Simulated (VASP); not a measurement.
# Hg (R-3m) in VASP: further runs

Hg is run at these levels: LDA; tasks: single point.

Everything below comes from runs of VASP 6.6.1. Logs are shortened: lines on timing, memory, paths and dates and some standing lists are left out, and cuts for length are marked.

## 1. The cell of the first run

It takes space group R-3m (No. 166, trigonal). Conventional cell: a = 3.493 Å, b = 3.493 Å, c = 6.444 Å, α = 90.00°, β = 90.00°, γ = 120.00°. Within 3.9 Å of Hg (site symmetry -3m) lie 12 Hg at 2.95 to 3.49 Å.

## 2. Single point, LDA

The input, INCAR:

```
SYSTEM = Hg
PREC = Accurate ; ENCUT = 520
EDIFF = 1E-6 ; ISMEAR = -1
SIGMA = 0.1 ; LREAL = .FALSE.
LASPH = .TRUE. ; NELM = 60
ALGO = Normal ; ISIF = 2
LWAVE = .FALSE. ; LCHARG = .TRUE.
LELF = .TRUE. ; LVHAR = .TRUE.
NBANDS = 12
```

The input, KPOINTS:

```
regular mesh
0
G
  12 12 12
  0 0 0
```

The input, POSCAR:

```
Hg
1.0
    1.7463233735      1.0082402698      2.1478810803
   -1.7463233735      1.0082402698      2.1478810803
    0.0000000000     -2.0164805396      2.1478810803
Hg
1
Direct
    0.0000000000      1.0000000000      0.0000000000
```

Potentials or basis: VASP PAW LDA potentials, release 64 (Hg).

On the command line:

```
> cat potpaw_LDA.64/Hg/POTCAR > POTCAR
> mpirun -np 1 vasp_std > vasp.out
```

OUTCAR:

```text
SYSTEM = Hg
   PREC = Accurate
   ENCUT = 520
   EDIFF = 1E-6
   ISMEAR = -1
   LREAL = .FALSE.
   LASPH = .TRUE.
   NELM = 60
   ISIF = 2

 ion  position               nearest neighbor table
   1  0.000  0.000  0.000-

  LATTYP: Found a trigonal (rhomboedric) cell.
 ALAT       =     2.9461138643
 COS(alpha) =     0.2972833017

  Lattice vectors:

 A1 = (   1.7463233735,   1.0082402698,   2.1478810803)
 A2 = (  -1.7463233735,   1.0082402698,   2.1478810803)
 A3 = (   0.0000000000,  -2.0164805396,   2.1478810803)

Analysis of symmetry for initial positions (statically):
=====================================================================
 Subroutine PRICEL returns:
 Original cell was already a primitive cell.

 Routine SETGRP: Setting up the symmetry group for a
 trigonal (rhombohedral) supercell.

 Subroutine GETGRP returns: Found 12 space group operations
 (whereof 12 operations were pure point group operations)
 out of a pool of 12 trial point group operations.

The static configuration has the point symmetry D_3d.

Analysis of symmetry for dynamics (positions and initial velocities):
=====================================================================
 Subroutine PRICEL returns:
 Original cell was already a primitive cell.

 Routine SETGRP: Setting up the symmetry group for a
 trigonal (rhombohedral) supercell.

 Subroutine GETGRP returns: Found 12 space group operations
 (whereof 12 operations were pure point group operations)
 out of a pool of 12 trial point group operations.

The dynamic configuration has the point symmetry D_3d.

 Subroutine INISYM returns: Found 12 space group operations
 (whereof 12 operations are pure point group operations),
 and found     1 'primitive' translations

----------------------------------------------------------------------------------------

                                     Primitive cell

  volume of cell :      22.6908

  direct lattice vectors                    reciprocal lattice vectors
     1.746323374  1.008240270  2.147881080     0.286315815  0.165304513  0.155191708
    -1.746323374  1.008240270  2.147881080    -0.286315815  0.165304513  0.155191708
     0.000000000 -2.016480540  2.147881080     0.000000000 -0.330609026  0.155191708

  length of vectors
     2.946113864  2.946113864  2.946113864     0.365221569  0.365221569  0.365221569

  position of ions in fractional coordinates (direct lattice)
     0.000000000  0.000000000  0.000000000

  ion indices of the primitive-cell ions
[... 75 lines left out ...]
   LREAL  =      F    real-space projection
   EDIFFG = 0.1E-04   stopping-criterion for IOM
   NSW    =      0    number of steps for IOM
   IBRION =     -1    ionic relax: 0-MD 1-quasi-New 2-CG
   NFREE  =      0    steps in history (QN), initial steepest desc. (CG)
   ISIF   =      2    stress and relaxation
   ISYM   =      2    0-nonsym 1-usesym 2-fastsym
   POTIM  = 0.5000    time-step for ionic-motion
   TEBEG  =    0.0;   TEEND  =   0.0 temperature during run
   PSTRESS=    0.0 pullay stress
   NELECT =      12.0000    total number of electrons
   NUPDOWN=      -1.0000    fix difference up-down
   EMIN   =  10.00;   EMAX   =-10.00  energy-range for DOS
   EFERMI =   0.00;   METHOD = LEGACY
   ISMEAR =    -1;   SIGMA  =   0.10  broadening in eV -4-tet -1-fermi 0-gaus
   EFERMI_NEDOS =   21; number of points for ismear=-14 and -15
   IALGO  =     38    algorithm
   IMIX   =      4    mixing-type and parameters
     AMIX     =   0.40;   BMIX     =  1.00
     AMIX_MAG =   1.60;   BMIX_MAG =  1.00
  volume/ion in A,a.u.               =      22.69       153.13
  Fermi-wavevector in a.u.,A,eV,Ry     =   1.323890  2.501789 23.846718  1.752684
  Thomas-Fermi vector in A             =   2.453465
   LORBIT       =      0    0 simple, 1 ext, 2 COOP (PROOUT), +10 PAW based schemes
   GGA     = CA    functional components
   LHFCALC =     F    Hartree Fock is set to
   AEXX    =    0.0000 exact exchange contribution
   IVDW    =     0    specifies the selected vdW correction
   LEPSILON=     F    determine dielectric tensor
   LRPA    =     F    only Hartree local field effects (RPA)
 non-spin polarized calculation
  energy-cutoff  :      520.00
  volume of cell :       22.69
 maximum number of plane-waves:       631
 NGX is ok and might be reduce to    24
   NGX = 11   NGY = 11   NGZ = 11

 number of electron      12.0000003 magnetization

 Free energy of the ion-electron system (eV)
  ---------------------------------------------------
  ext. energy  EPLUGINS =         0.00000000
  ---------------------------------------------------
  free energy    TOTEN  =        -0.96551986 eV

  energy without entropy =       -0.95422091  energy(sigma->0) =       -0.95987038

 E-fermi :   2.8342     XC(G=0): -11.3631

 val. band max:        2.7997164222   @ k =  -0.4167   0.4167   0.3333
 cond. band min:       2.9235732174   @ k =  -0.4167   0.4167   0.0000
 fundamental gap:      0.1238567952
 Fermi energy:         2.8341964488

 k-point     1 :       0.0000    0.0000    0.0000
  band No.  band energies     occupation
      1      -6.6754      2.00000
      2      -5.1382      2.00000
      3      -5.1382      2.00000
      4      -3.4562      2.00000
      5      -3.3428      2.00000
      6      -3.3428      2.00000
      7      14.9037      0.00000
      8      15.3185      0.00000
      9      15.3185      0.00000
     10      19.9560      0.00000
     11      21.2920      0.00000
     12      21.2920      0.00000
[... 331 lines left out ...]
 k-point    24 :      -0.4167    0.1667   -0.0000
  band No.  band energies     occupation
      1      -5.3643      2.00000
      2      -4.8631      2.00000
      3      -3.8743      2.00000
      4      -3.5100      2.00000
      5      -3.2709      2.00000
      6      -0.0632      2.00000
      7       2.7000      1.58555
      8      11.4438      0.00000
      9      16.0456      0.00000
     10      19.7376      0.00000
     11      21.9840      0.00000
     12      22.4935      0.00000

 [... further k-points ...]
[... 5 lines left out ...]
  --------------------------------------------------------------------------------------
  -------------------------------------------------------------------------------------
  Total        0.0873981      0.0873981      0.1859598      0.0000000      0.0000000     -0.0000000
  in kB        6.1710995      6.1710995     13.1304445      0.0000000      0.0000000     -0.0000000
  external PRESSURE =       8.4908812 kB  Pullay stress =       0.0000000 kB

 VOLUME and BASIS-vectors are now :
 -----------------------------------------------------------------------------
  energy-cutoff  :      520.00
  volume of cell :       22.69
      direct lattice vectors                 reciprocal lattice vectors
     1.746323374  1.008240270  2.147881080     0.286315815  0.165304513  0.155191708
    -1.746323374  1.008240270  2.147881080    -0.286315815  0.165304513  0.155191708
     0.000000000 -2.016480540  2.147881080     0.000000000 -0.330609026  0.155191708

 POSITION                                       TOTAL-FORCE (eV/Angst)
 -----------------------------------------------------------------------------------
      0.00000      0.00000      0.00000        -0.000000     -0.000000      0.000000
 -----------------------------------------------------------------------------------
    total drift:                               -0.000000     -0.000000     -0.000000

  FREE ENERGIE OF THE ION-ELECTRON SYSTEM (eV)
  ---------------------------------------------------
  free  energy   TOTEN  =        -0.9655198639 eV

  energy  without entropy=       -0.9542209050  energy(sigma->0) =       -0.95987038
```

OSZICAR:

```text
N       E                     dE             d eps       ncg     rms          rms(c)
DAV:   1     0.756932426697E+02    0.75693E+02   -0.66250E+03  4720   0.974E+02
DAV:   2     0.217251722285E+00   -0.75476E+02   -0.71084E+02  4900   0.234E+02
DAV:   3    -0.103390134527E+01   -0.12512E+01   -0.12502E+01  5440   0.336E+01
DAV:   4    -0.103509814181E+01   -0.11968E-02   -0.11968E-02  4976   0.108E+00
DAV:   5    -0.103509981573E+01   -0.16739E-05   -0.16744E-05  5496   0.390E-02    0.479E+00
DAV:   6    -0.973670449950E+00    0.61429E-01   -0.13909E-01  5304   0.424E+00    0.345E+00
DAV:   7    -0.966411154305E+00    0.72593E-02   -0.17166E-02  5384   0.122E+00    0.144E+00
DAV:   8    -0.965515068162E+00    0.89609E-03   -0.15493E-03  4860   0.555E-01    0.598E-02
DAV:   9    -0.965518922133E+00   -0.38540E-05   -0.27625E-06  5304   0.197E-02    0.147E-02
DAV:  10    -0.965519863934E+00   -0.94180E-06   -0.11698E-06  4784   0.131E-02
   1 F= -.96551986E+00 E0= -.95987038E+00  d E =-.112990E-01
```

stdout:

```text
POSCAR found type information on POSCAR Hg
 POSCAR found :  1 types and       1 ions
 scaLAPACK will be used
 LDA part: xc-table for (Slater(with rela. corr.)+CA(PZ))
 , standard interpolation
 POSCAR, INCAR and KPOINTS ok, starting setup
 FFT: planning ... GRIDC
 FFT: planning ... GRID_SOFT
 FFT: planning ... GRID
 WAVECAR not read
 entering main loop
```

It took 18 s on 1 thread of Intel Xeon Platinum 8259CL at 2.50GHz (Skylake/Cascade Lake), shared host; peak memory 0.16 GiB.

Results:

```
Free energy            : -0.9655 eV
Pressure               : 0.8 GPa
Band gap on the k mesh : zero (band 6 reaches 4.36 eV, above the bottom of band 7 at 0.69 eV)
```

Levels at points of the mesh, in eV from the Fermi level:
```
           k point  band 3  band 4  band 5  band 6  band 7  band 8  band 9  band 10
(0.00, 0.00, 0.00)   -7.97   -6.29   -6.18   -6.18   12.07   12.48   12.48    17.12
(0.50, 0.00, 0.00)   -6.38   -6.30   -5.98   -2.19   -2.14   12.63   12.95    17.89
(0.50, 0.50, 0.00)   -6.20   -6.04   -5.32   -0.14    1.06    4.33    9.97    10.91
(0.50, 0.50, 0.50)   -7.47   -5.41   -5.41    0.17    2.14    8.96    8.96    10.78
```

Caveat: spin-orbit coupling is left out, which moves the levels of the heavy elements.

## 3. Single point, LDA

The input, INCAR:

```
  ALGO = Normal
  EDIFF = 1E-6
  ENCUT = 520
  ISIF = 2
  ISMEAR = -1
  LASPH = True
  LCHARG = True
  LELF = True
  LREAL = False
  LVHAR = True
  LWAVE = False
  NBANDS = 12
  NELM = 60
  PREC = Accurate
  SIGMA = 0.1
```

The input, KPOINTS:

```
k-points
0
Gamma
  17 17 17
```

POSCAR is that of step 2.

Potentials or basis: VASP PAW LDA potentials, release 64 (Hg).

On the command line:

```
> cat potpaw_LDA.64/Hg/POTCAR > POTCAR
> mpirun -np 1 vasp_std > vasp.out
```

OUTCAR:

```text
EDIFF = 1E-6
   ENCUT = 520
   ISIF = 2
   ISMEAR = -1
   LASPH = True
   LREAL = False
   NELM = 60
   PREC = Accurate

 ion  position               nearest neighbor table
   1  0.000  0.000  0.000-

  LATTYP: Found a trigonal (rhomboedric) cell.
 ALAT       =     2.9461138643
 COS(alpha) =     0.2972833017

  Lattice vectors:

 A1 = (   1.7463233735,   1.0082402698,   2.1478810803)
 A2 = (  -1.7463233735,   1.0082402698,   2.1478810803)
 A3 = (   0.0000000000,  -2.0164805396,   2.1478810803)

Analysis of symmetry for initial positions (statically):
=====================================================================
 Subroutine PRICEL returns:
 Original cell was already a primitive cell.

 Routine SETGRP: Setting up the symmetry group for a
 trigonal (rhombohedral) supercell.

 Subroutine GETGRP returns: Found 12 space group operations
 (whereof 12 operations were pure point group operations)
 out of a pool of 12 trial point group operations.

The static configuration has the point symmetry D_3d.

Analysis of symmetry for dynamics (positions and initial velocities):
=====================================================================
 Subroutine PRICEL returns:
 Original cell was already a primitive cell.

 Routine SETGRP: Setting up the symmetry group for a
 trigonal (rhombohedral) supercell.

 Subroutine GETGRP returns: Found 12 space group operations
 (whereof 12 operations were pure point group operations)
 out of a pool of 12 trial point group operations.

The dynamic configuration has the point symmetry D_3d.

 Subroutine INISYM returns: Found 12 space group operations
 (whereof 12 operations are pure point group operations),
 and found     1 'primitive' translations

----------------------------------------------------------------------------------------

                                     Primitive cell

[... 108 lines left out ...]
     AMIX_MAG =   1.60;   BMIX_MAG =  1.00
  volume/ion in A,a.u.               =      22.69       153.13
  Fermi-wavevector in a.u.,A,eV,Ry     =   1.323890  2.501789 23.846718  1.752684
  Thomas-Fermi vector in A             =   2.453465
   LORBIT       =      0    0 simple, 1 ext, 2 COOP (PROOUT), +10 PAW based schemes
   GGA     = CA    functional components
   LHFCALC =     F    Hartree Fock is set to
   AEXX    =    0.0000 exact exchange contribution
   IVDW    =     0    specifies the selected vdW correction
   LEPSILON=     F    determine dielectric tensor
   LRPA    =     F    only Hartree local field effects (RPA)
 non-spin polarized calculation
  energy-cutoff  :      520.00
  volume of cell :       22.69
 maximum number of plane-waves:       631
 NGX is ok and might be reduce to    24
   NGX = 11   NGY = 11   NGZ = 11

 number of electron      12.0000003 magnetization

 Free energy of the ion-electron system (eV)
  ---------------------------------------------------
  ext. energy  EPLUGINS =         0.00000000
  ---------------------------------------------------
  free energy    TOTEN  =        -0.96809062 eV

  energy without entropy =       -0.95899440  energy(sigma->0) =       -0.96354251

 E-fermi :   2.8929     XC(G=0): -11.3636

 val. band max:        2.8816394348   @ k =  -0.2941   0.4706   0.2353
 cond. band min:       2.9141711259   @ k =  -0.4118   0.4118   0.3529
 fundamental gap:      0.0325316911
 Fermi energy:         2.8929260029

 k-point     1 :       0.0000    0.0000    0.0000
  band No.  band energies     occupation
      1      -6.6762      2.00000
      2      -5.1404      2.00000
      3      -5.1404      2.00000
      4      -3.4589      2.00000
      5      -3.3446      2.00000
      6      -3.3446      2.00000
      7      14.9029      0.00000
      8      15.3182      0.00000
      9      15.3182      0.00000
     10      19.9557      0.00000
     11      21.2913      0.00000
     12      21.2913      0.00000
[... 331 lines left out ...]
 k-point    24 :      -0.1176    0.0588    0.0000
  band No.  band energies     occupation
      1      -6.2373      2.00000
      2      -5.0975      2.00000
      3      -5.0163      2.00000
      4      -3.4524      2.00000
      5      -3.4015      2.00000
      6      -3.3322      2.00000
      7      12.2023      0.00000
      8      14.0438      0.00000
      9      15.7277      0.00000
     10      20.5622      0.00000
     11      22.0248      0.00000
     12      23.0804      0.00000

 [... further k-points ...]
[... 5 lines left out ...]
  --------------------------------------------------------------------------------------
  -------------------------------------------------------------------------------------
  Total        0.0835011      0.0835011      0.1349222      0.0000000      0.0000000      0.0000000
  in kB        5.8959340      5.8959340      9.5267279      0.0000000      0.0000000      0.0000000
  external PRESSURE =       7.1061987 kB  Pullay stress =       0.0000000 kB

 VOLUME and BASIS-vectors are now :
 -----------------------------------------------------------------------------
  energy-cutoff  :      520.00
  volume of cell :       22.69
      direct lattice vectors                 reciprocal lattice vectors
     1.746323374  1.008240270  2.147881080     0.286315815  0.165304513  0.155191708
    -1.746323374  1.008240270  2.147881080    -0.286315815  0.165304513  0.155191708
     0.000000000 -2.016480540  2.147881080     0.000000000 -0.330609026  0.155191708

 POSITION                                       TOTAL-FORCE (eV/Angst)
 -----------------------------------------------------------------------------------
      0.00000      0.00000      0.00000         0.000000     -0.000000      0.000000
 -----------------------------------------------------------------------------------
    total drift:                                0.000000     -0.000000     -0.000000

  FREE ENERGIE OF THE ION-ELECTRON SYSTEM (eV)
  ---------------------------------------------------
  free  energy   TOTEN  =        -0.9680906245 eV

  energy  without entropy=       -0.9589944009  energy(sigma->0) =       -0.96354251
```

It took 45 s on 1 thread of Intel Xeon Platinum 8259CL at 2.50GHz (Skylake/Cascade Lake), shared host; peak memory 0.23 GiB.

What came out:

| Property | Result |
| --- | --- |
| Free energy | -0.9681 eV |
| Pressure | 0.7 GPa |
| Band gap on the k mesh | zero (band 6 reaches 4.37 eV, above the bottom of band 7 at 0.99 eV) |

Levels at points of the mesh, in eV from the Fermi level:
| k point | band 4 | band 5 | band 6 | band 7 | band 8 | band 9 |
| --- | --- | --- | --- | --- | --- | --- |
| (0.00, 0.00, 0.00) | -6.35 | -6.24 | -6.24 | 12.01 | 12.43 | 12.43 |

Caveat: spin-orbit coupling is left out, which moves the levels of the heavy elements.

[end of part 1 of 2]
